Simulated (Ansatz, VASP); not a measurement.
**ZnS in VASP and in Ansatz**

```
Zn S
1.0
     3.81100    0.00000    0.00000
    -1.90550    3.30042    0.00000
     0.00000    0.00000    6.23400
Zn S
2 2
Direct
  0.32509 0.65887 0.00456
  0.66791 0.33590 0.50187
  0.33886 0.68610 0.37382
  0.67541 0.32457 0.88309
```

Alike in both runs: task single point; functional r2SCAN; k mesh 2 × 2 × 1; occupations gaussian, width 0.1 eV; no spin polarisation.

|  | VASP | Ansatz |
| --- | --- | --- |
| version | VASP 6.6.1 | Ansatz 0.2.0 |
| potentials or method | VASP PAW PBE potentials, release 64 (Zn, S), cutoff 550 eV | plane waves, PAW |
| valence electrons in the cell | 36 | 36 |

|  | VASP | Ansatz | Ansatz less VASP |
| --- | --- | --- | --- |
| gap on the k mesh at the Fermi level (eV) | 2.73 | 2.72 | -0.010 |
| rms of the force components (eV/Å) | 0.300 | 0.298 | -0.0018 |

VASP's potentials were made for PBE, not for r2SCAN. Atom by atom the forces differ by 0.005 eV/Å (rms over components).

The k mesh is coarse, so the values compare programs but aren't converged.
